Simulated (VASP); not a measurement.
A run of VASP 6.6.1 is set up as follows.

The input INCAR:

```
SYSTEM = Cu3N
PREC     = Accurate       ! precision mode
ENCUT    = 600            ! plane-wave cutoff, eV
EDIFF    = 1E-6           ! SCF threshold, eV
ISMEAR   = 0              ! smearing method
SIGMA    = 0.01           ! smearing width, eV
LREAL    = .False.        ! projectors in reciprocal space
LASPH    = .True.         ! aspherical terms in the spheres
NELM     = 120            ! most SCF steps
ALGO     = Normal         ! electronic algorithm
ISIF     = 2              ! what is computed and relaxed
LWAVE    = .False.        ! write WAVECAR
LCHARG   = .False.        ! write CHGCAR
GGA      = PE             ! functional
NBANDS   = 27             ! bands
GGA_COMPAT= .False.
```

The input KPOINTS:

```
regular mesh
0
Gamma
  10 10 10
  0 0 0
```

POSCAR

```
Cu3N
1.0
    3.8272904604      0.0000000000      0.0000000000
    0.0000000000      3.8272904604      0.0000000000
    0.0000000000      0.0000000000      3.8272904604
Cu N
3 1
Direct
    0.5000000000      0.0000000000      0.0000000000
    0.0000000000      0.5000000000      0.0000000000
    0.0000000000      0.0000000000      0.5000000000
    0.0000000000      0.0000000000      0.0000000000
```

Potentials or basis: VASP PAW PBE potentials, release 64 (Cu, N).

The run is started by

```sh
$ cat potpaw_PBE.64/Cu/POTCAR potpaw_PBE.64/N/POTCAR > POTCAR
$ mpirun -np 1 vasp_std > vasp.out
```

Task: What does it give for the pressure?

Result: 0.8 GPa.

Task: Estimate the band gap on the k mesh.

Result: 0.25 eV (least direct gap 0.79 eV).

A k mesh can miss the band edges.
